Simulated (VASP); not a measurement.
# As (R-3m) in VASP: settings compared

As is run at these levels: HF, RPBE, PBEsol; tasks: single point, relaxation of cell and atoms.

All numbers are computed with VASP 6.6.1; they aren't measurements. Logs are shortened: lines on timing, memory, paths and dates and some standing lists are left out, and cuts for length are marked.

### 1 The cell of the first run

Symmetry: R-3m, No. 166, trigonal system. Conventional cell: a = 3.762 Å, b = 3.762 Å, c = 10.542 Å, α = 90.00°, β = 90.00°, γ = 120.00°. Within 3.3 Å of As (site symmetry 3m) lie 6 As at 2.51 to 3.14 Å.

### 2 Single point, HF

File POSCAR:

```
As
1.0
    1.8807968987      1.0858785957      3.5140619945
   -1.8807968987      1.0858785957      3.5140619945
    0.0000000000     -2.1717571915      3.5140619945
As
2
Direct
    0.2260000000      0.2260000000      0.2260000000
    0.7740000000      0.7740000000      0.7740000000
```

File INCAR.step1:

```
SYSTEM = As
PREC = Accurate ; ENCUT = 520
EDIFF = 1E-5 ; ISMEAR = -1
SIGMA = 0.05 ; LREAL = .FALSE.
LASPH = .TRUE. ; NELM = 100
ALGO = Normal ; ISIF = 2
LWAVE = .TRUE. ; GGA = PE
NBANDS = 12
```

File INCAR.step2:

```
SYSTEM = As
PREC = Accurate ; ENCUT = 520
EDIFF = 1E-6 ; ISMEAR = -1
SIGMA = 0.05 ; LREAL = .FALSE.
LASPH = .TRUE. ; NELM = 100
ALGO = Normal ; ISIF = 2
LWAVE = .FALSE. ; LCHARG = .TRUE.
GGA = PE ; LHFCALC = .TRUE.
AEXX = 1.0 ; ALDAC = 0.0
AGGAC = 0.0 ; PRECFOCK = Normal
LELF = .TRUE. ; LVHAR = .TRUE.
ISTART = 1 ; NBANDS = 12
```

File KPOINTS:

```
Automatic mesh
0
G
  5 5 5
  0 0 0
```

Potentials or basis: VASP PAW PBE potentials, release 64 (As).

The run is started by

```
cat potpaw_PBE.64/As/POTCAR > POTCAR
cp INCAR.step1 INCAR
mpirun -np 1 vasp_std > vasp.out
cp INCAR.step2 INCAR
mpirun -np 1 vasp_std > vasp.out
```

OUTCAR:

```text
SYSTEM = As
   PREC = Accurate
   ENCUT = 520
   EDIFF = 1E-6
   ISMEAR = -1
   LREAL = .FALSE.
   LASPH = .TRUE.
   NELM = 100
   ISIF = 2
   GGA = PE
   LHFCALC = .TRUE.
   AEXX = 1.0
   PRECFOCK = Normal
   ISTART = 1

 ion  position               nearest neighbor table
   1  0.226  0.226  0.226-   2 2.51   2 2.51   2 2.51
   2  0.774  0.774  0.774-   1 2.51   1 2.51   1 2.51

  LATTYP: Found a trigonal (rhomboedric) cell.
 ALAT       =     4.1310000000
 COS(alpha) =     0.5854247172

  Lattice vectors:

 A1 = (   1.8807968987,   1.0858785957,   3.5140619945)
 A2 = (  -1.8807968987,   1.0858785957,   3.5140619945)
 A3 = (   0.0000000000,  -2.1717571915,   3.5140619945)

Analysis of symmetry for initial positions (statically):
=====================================================================
 Subroutine PRICEL returns:
 Original cell was already a primitive cell.

 Routine SETGRP: Setting up the symmetry group for a
 trigonal (rhombohedral) supercell.

 Subroutine GETGRP returns: Found 12 space group operations
 (whereof 12 operations were pure point group operations)
 out of a pool of 12 trial point group operations.

The static configuration has the point symmetry D_3d.

Analysis of symmetry for dynamics (positions and initial velocities):
=====================================================================
 Subroutine PRICEL returns:
 Original cell was already a primitive cell.

 Routine SETGRP: Setting up the symmetry group for a
 trigonal (rhombohedral) supercell.

 Subroutine GETGRP returns: Found 12 space group operations
 (whereof 12 operations were pure point group operations)
 out of a pool of 12 trial point group operations.

The dynamic configuration has the point symmetry D_3d.

 Subroutine INISYM returns: Found 12 space group operations
 (whereof 12 operations are pure point group operations),
 and found     1 'primitive' translations

----------------------------------------------------------------------------------------

                                     Primitive cell

  volume of cell :      43.0610

  direct lattice vectors                    reciprocal lattice vectors
     1.880796899  1.085878596  3.514061995     0.265844760  0.153485544  0.094856987
    -1.880796899  1.085878596  3.514061995    -0.265844760  0.153485544  0.094856987
     0.000000000 -2.171757191  3.514061995     0.000000000 -0.306971087  0.094856987

  length of vectors
     4.131000000  4.131000000  4.131000000     0.321292852  0.321292852  0.321292852

[... 91 lines left out ...]
   IALGO  =     38    algorithm
   IMIX   =      1    mixing-type and parameters
     AMIX     =   0.40;   BMIX     =  1.00
     AMIX_MAG =   1.60;   BMIX_MAG =  1.00
  volume/ion in A,a.u.               =      21.53       145.29
  Fermi-wavevector in a.u.,A,eV,Ry     =   1.006268  1.901570 13.776916  1.012575
  Thomas-Fermi vector in A             =   2.138999
   LORBIT       =      0    0 simple, 1 ext, 2 COOP (PROOUT), +10 PAW based schemes
   GGA     = PE    functional components
   LHFCALC =     T    Hartree Fock is set to
   PRECFOCK=normal    Normal, Fast or Accurate (Low or Medium for compatibility)
   ENCUT4O =  -1.0   cutoff for four orbital integrals eV
   NKREDX  =     1    reduce k-point grid by
   NKREDY  =     1    reduce k-point grid by
   NKREDZ  =     1    reduce k-point grid by
   AEXX    =    1.0000 exact exchange contribution
   HFSCREEN=    0.0000 screening length (either q_TF or 0.3 A-1)
   HFSCREENC=   0.0000 screening length for correlation (either q_TF or 0.3 A-1)
   ENCUTFOCK=  -1.0 apply spherical cutoff to Coloumb kernel
   IVDW    =     0    specifies the selected vdW correction
   LEPSILON=     F    determine dielectric tensor
   LRPA    =     F    only Hartree local field effects (RPA)
 non-spin polarized calculation
  energy-cutoff  :      520.00
  volume of cell :       43.06
 maximum number of plane-waves:      1169
  NGX = 24; NGY = 24; NGZ = 24

 number of electron      10.0000000 magnetization

 Free energy of the ion-electron system (eV)
  ---------------------------------------------------
  ext. energy  EPLUGINS =         0.00000000
  ---------------------------------------------------
  free energy    TOTEN  =       -19.26863329 eV

  energy without entropy =      -19.26863329  energy(sigma->0) =      -19.26863329

 E-fermi :   6.9095     XC(G=0):   0.0000

 val. band max:        5.8684977481   @ k =   0.4000   0.4000   0.4000
 cond. band min:       9.3508752118   @ k =   0.4000   0.0000   0.0000
 fundamental gap:      3.4823774637
 Fermi energy:         6.9094790749

 k-point     1 :       0.0000    0.0000    0.0000
  band No.  band energies     occupation
      1     -17.2882      2.00000
      2      -3.2625      2.00000
      3       0.4300      2.00000
      4       1.2103      2.00000
      5       1.2103      2.00000
      6      11.2873      0.00000
      7      13.1382      0.00000
      8      13.1382      0.00000
      9      17.4230      0.00000
     10      17.4230      0.00000
     11      18.0599      0.00000
     12      19.5947      0.00000
[... 256 lines left out ...]
 k-point    19 :      -0.4000    0.4000    0.4000
  band No.  band energies     occupation
      1     -14.8577      2.00000
      2      -9.6678      2.00000
      3      -2.5970      2.00000
      4       0.3626      2.00000
      5       3.5004      2.00000
      6      11.4233      0.00000
      7      11.6435      0.00000
      8      14.8632      0.00000
      9      18.0868      0.00000
     10      20.2894      0.00000
     11      20.2943      0.00000
     12      23.5210      0.00000

------------------------ aborting loop because EDIFF is reached ----------------------------------------

  FORCE on cell =-STRESS in cart. coord.  units (eV):
  Direction    XX          YY          ZZ          XY          YZ          ZX
  --------------------------------------------------------------------------------------
  -------------------------------------------------------------------------------------
  Total        0.2631218      0.2631218      1.8991397      0.0000000     -0.0000000      0.0000000
  in kB        9.7900214      9.7900214     70.6616289      0.0000000     -0.0000000      0.0000000
  external PRESSURE =      30.0805572 kB  Pullay stress =       0.0000000 kB

 VOLUME and BASIS-vectors are now :
 -----------------------------------------------------------------------------
  energy-cutoff  :      520.00
  volume of cell :       43.06
      direct lattice vectors                 reciprocal lattice vectors
     1.880796899  1.085878596  3.514061995     0.265844760  0.153485544  0.094856987
    -1.880796899  1.085878596  3.514061995    -0.265844760  0.153485544  0.094856987
     0.000000000 -2.171757191  3.514061995     0.000000000 -0.306971087  0.094856987

 POSITION                                       TOTAL-FORCE (eV/Angst)
 -----------------------------------------------------------------------------------
      0.00000     -0.00000      2.38253         0.000000      0.000000     -1.077313
      0.00000     -0.00000      8.15965         0.000000     -0.000000      1.077313
 -----------------------------------------------------------------------------------
    total drift:                               -0.000000     -0.000000      0.000000

  FREE ENERGIE OF THE ION-ELECTRON SYSTEM (eV)
  ---------------------------------------------------
  free  energy   TOTEN  =       -19.2686332906 eV

  energy  without entropy=      -19.2686332906  energy(sigma->0) =      -19.26863329
```

OSZICAR.step1:

```text
N       E                     dE             d eps       ncg     rms          rms(c)
DAV:   1     0.283536964491E+02    0.28354E+02   -0.40840E+03   456   0.685E+02
DAV:   2    -0.776462818665E+01   -0.36118E+02   -0.34442E+02   620   0.111E+02
DAV:   3    -0.937680194938E+01   -0.16122E+01   -0.16029E+01   572   0.236E+01
DAV:   4    -0.938541651760E+01   -0.86146E-02   -0.86095E-02   528   0.188E+00
DAV:   5    -0.938543608335E+01   -0.19566E-04   -0.19566E-04   556   0.103E-01    0.339E+00
DAV:   6    -0.937551079175E+01    0.99253E-02   -0.44310E-03   516   0.417E-01    0.203E+00
DAV:   7    -0.937016665750E+01    0.53441E-02   -0.10399E-02   520   0.652E-01    0.836E-02
DAV:   8    -0.937030968997E+01   -0.14303E-03   -0.22100E-04   544   0.886E-02    0.215E-02
DAV:   9    -0.937034211411E+01   -0.32424E-04   -0.31192E-05   540   0.369E-02    0.974E-03
DAV:  10    -0.937034202010E+01    0.94012E-07   -0.20225E-06   280   0.815E-03
   1 F= -.93703420E+01 E0= -.93674249E+01  d E =-.583428E-02
```

Wall time 41 min (1 thread of Intel Xeon 8259CL, shared host); peak memory 0.19 GiB.

Results:

```yaml
Free_energy: -19.2686 eV
Pressure: 3.0 GPa
Largest_force: 1.077 eV/Å
Band_gap_on_the_k_mesh: 3.48 eV (least direct gap 3.83 eV)
```

Forces on the atoms (eV/Å):
```
As   0.000  0.000 -1.077
As   0.000  0.000  1.077
```

Caveat: the stress differs along the axes, from 1 to 7 GPa; the PAW data sets were made with another functional, which shifts forces and pressure a little.

### 3 Relaxation of cell and atoms, RPBE

File INCAR:

```
PREC = Accurate
ENCUT = 510
EDIFF = 1E-7
ISMEAR = -1
SIGMA = 0.05
LREAL = False
LASPH = True
NELM = 120
ALGO = Normal
ISIF = 3
LWAVE = False
LCHARG = False
GGA = RP
IBRION = 2
NSW = 60
EDIFFG = -0.01
GGA_COMPAT = False
NELMIN = 4
```

File KPOINTS:

```
Automatic mesh
0
Gamma
  9 9 9
```

POSCAR is that of step 2.

Potentials or basis: VASP PAW PBE potentials, release 64 (As_d).

The run is started by

```
cat potpaw_PBE.64/As_d/POTCAR > POTCAR
mpirun -np 1 vasp_std > vasp.out
```

Wall time 14 min (1 thread of Intel Xeon 6975P-C (Granite Rapids), shared host); peak memory 0.21 GiB.

Results (log left out):

```yaml
Free_energy: -8.7176 eV
Relaxed_volume: 29.89 Å³/atom
Relaxed_cell: a = 5.554 Å, b = 5.554 Å, c = 5.554 Å, α = 38.54°, β = 38.54°, γ = 38.54°
Space_group_after_relaxing_to_0.1_Å: R-3m (No. 166)
Energy_gained_by_relaxing: 68.5 meV/atom
Ionic_steps: 40
Pressure_after_relaxing: 0.0 GPa
Largest_force_after_relaxing: 0.010 eV/Å
```

Forces in eV/Å, atoms in the order of the input:
```
As   0.000  0.000 -0.010
As   0.000  0.000  0.010
```

Step by step:
| step | energy change (eV) | largest force (eV/Å) | pressure (GPa) | volume (Å³) |
| --- | --- | --- | --- | --- |
| 1 | 0.0000 | 0.4701 | 5.58 | 43.06 |
| 2 | -0.0271 | 0.5358 | -2.75 | 47.90 |
| 3 | -0.0513 | 0.1596 | 0.34 | 45.82 |
| 4 | -0.0513 | 0.1710 | 0.15 | 45.88 |
| 5 | -0.0541 | 0.1140 | 0.05 | 46.19 |
| 6 | -0.0579 | 0.0644 | -0.17 | 47.13 |
| 7 | -0.0605 | 0.0644 | 0.01 | 47.24 |
| 8 | -0.0656 | 0.0662 | 0.51 | 47.58 |
| 9 | -0.0671 | 0.0675 | 1.58 | 48.14 |
| 10 | -0.0682 | 0.0409 | 1.44 | 48.32 |
| 11 | -0.0710 | 0.0412 | 1.20 | 48.87 |
| 12 | -0.0748 | 0.2019 | 0.63 | 49.94 |
| 13 | -0.0753 | 0.5237 | -0.27 | 52.04 |
| 14 | -0.0763 | 0.3452 | 0.25 | 50.92 |
| 15 | -0.0801 | 0.3372 | 0.07 | 51.56 |
| 16 | -0.0922 | 0.2852 | -0.14 | 53.46 |
| 17 | -0.1199 | 0.1002 | -0.28 | 57.23 |
| 18 | -0.0875 | 0.5133 | -0.79 | 64.69 |
| 19 | -0.1269 | 0.2122 | 0.20 | 58.74 |
| 20 | -0.1254 | 0.4235 | 0.05 | 61.72 |
| 21 | -0.1291 | 0.3333 | 0.21 | 60.31 |
| 22 | -0.1289 | 0.3560 | 0.19 | 60.67 |
| 23 | -0.1291 | 0.2715 | -0.31 | 61.91 |
| 24 | -0.1299 | 0.3119 | -0.06 | 61.33 |
| 25 | -0.1318 | 0.2537 | -0.11 | 61.17 |
| 26 | -0.1354 | 0.0802 | -0.26 | 60.70 |
| 27 | -0.1337 | 0.2552 | -0.57 | 59.75 |
| 28 | -0.1361 | 0.0379 | -0.38 | 60.36 |
| 29 | -0.1366 | 0.0160 | -0.18 | 60.10 |
| 30 | -0.1368 | 0.0019 | -0.06 | 59.93 |
| 31 | -0.1368 | 0.0268 | 0.18 | 59.60 |
| 32 | -0.1369 | 0.0084 | -0.01 | 59.81 |
| 33 | -0.1369 | 0.0129 | 0.04 | 59.75 |
| 34 | -0.1369 | 0.0117 | 0.02 | 59.77 |
| 35 | -0.1369 | 0.0004 | 0.03 | 59.77 |
| 36 | -0.1369 | 0.0020 | 0.02 | 59.77 |
| 37 | -0.1369 | 0.0071 | 0.02 | 59.77 |
| 38 | -0.1369 | 0.0171 | 0.00 | 59.78 |
| 39 | -0.1369 | 0.0109 | 0.01 | 59.78 |
| 40 | -0.1369 | 0.0096 | 0.03 | 59.78 |

Final structure:
```
CELL_PARAMETERS angstrom
1.83320 1.05840 5.13529
-1.83320 1.05840 5.13529
0.00000 -2.11679 5.13529
ATOMIC_POSITIONS crystal
As 0.21145 0.21145 0.21145
As 0.78855 0.78855 0.78855
```

Levels at points of the mesh, in eV from the Fermi level:
```tsv
k point	band 13	band 14	band 15	band 16	band 17	band 18
(0.00, 0.00, 0.00)	-2.21	-1.14	-1.14	1.18	2.44	2.44
```

Caveat: the volume moved by over 15 % at a fixed basis, so the end points are rough; the PAW data sets were made with another functional, which shifts forces and pressure a little.

### 4 Single point, PBEsol

This run uses another cell than the first one, of 19.35 Å³/atom.

File INCAR:

```
SYSTEM = As
ALGO = Normal
EDIFF = 1E-6
ENCUT = 510
GGA = PS
GGA_COMPAT = .FALSE.
ISIF = 2
ISMEAR = -1
LASPH = .TRUE.
LCHARG = .FALSE.
LREAL = .FALSE.
LWAVE = .FALSE.
NBANDS = 22
NELM = 120
PREC = Accurate
SIGMA = 0.05
```

File KPOINTS:

```
k-points
0
G
  9 9 9
  0 0 0
```

File POSCAR:

```
As
1.0
    1.8636424046      1.0759744439      3.2168981830
   -1.8636424046      1.0759744439      3.2168981830
    0.0000000000     -2.1519488879      3.2168981830
As
2
Direct
    0.2334628344      0.2334628344      0.2334628344
    0.7665371656      0.7665371656      0.7665371656
```

Potentials or basis: VASP PAW PBE potentials, release 64 (As_d).

The run is started by

```
cat potpaw_PBE.64/As_d/POTCAR > POTCAR
mpirun -np 1 vasp_std > vasp.out
```

OUTCAR:

```text
SYSTEM = As
   EDIFF = 1E-6
   ENCUT = 510
   GGA = PS
   ISIF = 2
   ISMEAR = -1
   LASPH = .TRUE.
   LREAL = .FALSE.
   NELM = 120
   PREC = Accurate

 ion  position               nearest neighbor table
   1  0.233  0.233  0.233-   2 2.51   2 2.51   2 2.51   2 2.89   2 2.89   2 2.89
   2  0.767  0.767  0.767-   1 2.51   1 2.51   1 2.51   1 2.89   1 2.89   1 2.89

  LATTYP: Found a trigonal (rhomboedric) cell.
 ALAT       =     3.8703123822
 COS(alpha) =     0.5362722085

  Lattice vectors:

[... 787 lines left out ...]
------------------------ aborting loop because EDIFF is reached ----------------------------------------

  FORCE on cell =-STRESS in cart. coord.  units (eV):
  Direction    XX          YY          ZZ          XY          YZ          ZX
  --------------------------------------------------------------------------------------
  -------------------------------------------------------------------------------------
  Total        1.2753174      1.2753174      1.2736559     -0.0000000     -0.0000000      0.0000000
  in kB       52.7929278     52.7929278     52.7241521     -0.0000000     -0.0000000      0.0000000
  external PRESSURE =      52.7700026 kB  Pullay stress =       0.0000000 kB

 VOLUME and BASIS-vectors are now :
 -----------------------------------------------------------------------------
  energy-cutoff  :      510.00
  volume of cell :       38.70
      direct lattice vectors                 reciprocal lattice vectors
     1.863642405  1.075974444  3.216898183     0.268291813  0.154898351  0.103619485
    -1.863642405  1.075974444  3.216898183    -0.268291813  0.154898351  0.103619485
     0.000000000 -2.151948888  3.216898183     0.000000000 -0.309796701  0.103619485

 POSITION                                       TOTAL-FORCE (eV/Angst)
 -----------------------------------------------------------------------------------
      0.00000     -0.00000      2.25308         0.000000     -0.000000      0.002033
      0.00000     -0.00000      7.39762         0.000000      0.000000     -0.002033
 -----------------------------------------------------------------------------------
    total drift:                               -0.000000     -0.000000      0.000000

  FREE ENERGIE OF THE ION-ELECTRON SYSTEM (eV)
  ---------------------------------------------------
  free  energy   TOTEN  =       -10.2116037570 eV

  energy  without entropy=      -10.2094488662  energy(sigma->0) =      -10.21052631
```

stdout:

```text
POSCAR found type information on POSCAR As
 POSCAR found :  1 types and       2 ions
 scaLAPACK will be used
 -----------------------------------------------------------------------------
|                                                                             |
|                                                                             |
|     You enforced a specific xc type in the INCAR file but a different       |
|     I HOPE YOU KNOW WHAT YOU ARE DOING!                                     |
|                                                                             |
 -----------------------------------------------------------------------------

 LDA part: xc-table for (Slater+PW92), standard interpolation
 POSCAR, INCAR and KPOINTS ok, starting setup
 FFT: planning ... GRIDC
 FFT: planning ... GRID_SOFT
 FFT: planning ... GRID
 WAVECAR not read
 entering main loop
```

Wall time 54 s (1 thread of Intel Xeon Platinum 8488C (Sapphire Rapids), shared host); peak memory 0.2 GiB.

Results:

```
Free energy            : -10.2116 eV
Pressure               : 5.3 GPa
Band gap on the k mesh : zero (bands 15 and 16 overlap by 0.08 eV)
```

Forces in eV/Å, atoms in the order of the input:
```
As   0.000  0.000  0.002
As   0.000  0.000 -0.002
```

Caveat: the cell stands under pressure; the PAW data sets were made with another functional, which shifts forces and pressure a little.

### 5 Single point, PBEsol

This run uses another cell than the first one, of 20.18 Å³/atom.

File INCAR:

```
PREC = Accurate ; ENCUT = 510
EDIFF = 1E-6 ; ISMEAR = -1
SIGMA = 0.05 ; LREAL = False
LASPH = True ; NELM = 120
ALGO = Normal ; ISIF = 2
LWAVE = False ; LCHARG = True
GGA = PS ; LELF = True
LVHAR = True ; NBANDS = 22
GGA_COMPAT = False
```

File KPOINTS:

```
regular mesh
0
Gamma
  9 9 9
```

File POSCAR:

```
As
1.0
    1.8803993604      1.0856490769      3.2952085456
   -1.8803993604      1.0856490769      3.2952085456
    0.0000000000     -2.1712981539      3.2952085456
As
2
Direct
    0.2315197917      0.2315197917      0.2315197917
    0.7684802083      0.7684802083      0.7684802083
```

The run is started by

```
cat potpaw_PBE.64/As_d/POTCAR > POTCAR
mpirun -np 1 vasp_std > vasp.out
```

It took 86 s on 1 thread of AMD EPYC 7R43 (Zen 3), shared host; peak memory 0.16 GiB.

Results (log left out):

* Free energy: -10.2486 eV
* Pressure: 2.3 GPa
* Largest force: 0.006 eV/Å

Forces in eV/Å, atoms in the order of the input:
```
As   0.000  0.000  0.006
As   0.000  0.000 -0.006
```

Levels at points of the mesh, in eV from the Fermi level:
```tsv
k point	band 11	band 12	band 13	band 14	band 15	band 16	band 17	band 18	band 19	band 20
(0.00, 0.00, 0.00)	-15.42	-5.37	-2.40	-2.16	-2.16	2.27	3.24	3.24	6.34	6.34
```

Caveat: the PAW data sets were made with another functional, which shifts forces and pressure a little.

### 6 The runs side by side

```csv
task,level,potentials or basis,cell,k mesh,cutoff (eV),grid for exact exchange (PRECFOCK),share of exact exchange,gap on the mesh (eV),pressure (GPa),largest force (eV/Å)
single point,HF,"VASP PAW PBE potentials, release 64 (As)","a = 4.131 Å, angles 54.2°, 2 atoms, atomic positions A",5 × 5 × 5,520,Normal,1,3.48,3.0,1.08
relaxation of cell and atoms,RPBE,"VASP PAW PBE potentials, release 64 (As_d)","relaxed from a = 4.131 Å, angles 54.2°, 2 atoms, atomic positions A",9 × 9 × 9,510,-,-,-,0.0,0.01
single point,PBEsol,"VASP PAW PBE potentials, release 64 (As_d)","a = 3.870 Å, angles 57.6°, 2 atoms, atomic positions B",9 × 9 × 9,510,-,-,none,5.3,-
single point,PBEsol,"VASP PAW PBE potentials, release 64 (As_d)","a = 3.946 Å, angles 56.9°, 2 atoms, atomic positions C",9 × 9 × 9,510,-,-,-,2.3,0.01
```

Alike in all rows: no spin polarisation; smearing fermi-dirac 0.05 eV.

Caveats: the PAW data sets were made with another functional, which shifts forces and pressure a little; the stress differs along the axes, from 1 to 7 GPa (at least some runs); the volume moved by over 15 % at a fixed basis, so the end points are rough (at least some runs); the cell stands under pressure (at least some runs).

Absolute energies hang on the potentials; compare differences alone.

The gap in the log of VASP goes by the Fermi energy; the results here count the filled bands.